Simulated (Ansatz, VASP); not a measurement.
Si3F: VASP beside Ansatz

```
Si F
1.0
     5.91829    0.00000    0.00000
    -2.95915    5.12539    0.00000
     0.00000    0.00000    3.74671
Si F
6 2
Direct
  0.36289 0.18145 0.25000
  0.18145 0.36289 0.75000
  0.81855 0.18145 0.25000
  0.63711 0.81855 0.75000
  0.81855 0.63711 0.25000
  0.18145 0.81855 0.75000
  0.33333 0.66667 0.25000
  0.66667 0.33333 0.75000
```

Alike in both runs: functional PBE; k mesh 6 × 6 × 10; occupations gaussian, width 0.1 eV; no spin polarisation.

Ansatz relaxed the structure, and its values are those at the end. VASP's run is a single point on that final structure, the one shown.

|  | VASP | Ansatz |
| --- | --- | --- |
| version | VASP 6.6.1 | Ansatz 0.2.0 |
| potentials or method | VASP PAW PBE potentials, release 64 (Si, F), cutoff 520 eV | scalar-relativistic, plane waves, PAW |
| valence electrons in the cell | 38 | 38 |

```tsv
	VASP	Ansatz	Ansatz less VASP
gap on the k mesh at the Fermi level (eV)	none	none	-
pressure (GPa)	-0.1	0.0	+0.13
```

A gap of «none» marks a metal or a gap that the smearing closes.
